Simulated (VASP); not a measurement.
A run of VASP 6.6.1:

Contents of POSCAR:

```
Zr
1.0
    3.2392314131      0.0000000000      0.0000000000
   -1.6196157065      2.8052566925      0.0000000000
    0.0000000000      0.0000000000      5.1722200000
Zr
2
Direct
    0.3333333300      0.6666666700      0.2500000000
    0.6666666700      0.3333333300      0.7500000000
```

File INCAR.step1:

```
ALGO = Normal
EDIFF = 1E-4
ENCUT = 520
GGA = PE
ISMEAR = 0
LASPH = T
LCHARG = F
LREAL = F
LWAVE = T
NBANDS = 19
NELM = 80
PREC = Accurate
SIGMA = 0.1
```

File INCAR.step2:

```
ALGO = Normal
EDIFF = 1E-6
ENCUT = 520
ISIF = 2
ISMEAR = 0
ISTART = 1
LASPH = T
LCHARG = T
LELF = T
LMIXTAU = T
LREAL = F
LVHAR = T
LWAVE = F
METAGGA = R2SCAN
NBANDS = 19
NELM = 80
PREC = Accurate
SIGMA = 0.1
```

KPOINTS

```
k-points
0
Gamma
  6 6 4
```

Potentials or basis: VASP PAW PBE potentials, release 64 (Zr_sv).

The run is started by

```console
$ cat potpaw_PBE.64/Zr_sv/POTCAR > POTCAR
$ cp INCAR.step1 INCAR
$ mpirun -np 1 vasp_std > vasp.out
$ cp INCAR.step2 INCAR
$ mpirun -np 1 vasp_std > vasp.out
```

Hardware: 1 thread of Intel(R) Xeon(R) Platinum 8488C (Sapphire Rapids), with other jobs on the host.

Estimate the wall time of this run.

It took 51 s on 1 thread of Intel(R) Xeon(R) Platinum 8488C (Sapphire Rapids), with other jobs on the host, peak memory 0.16 GiB. Counts: k points 21.
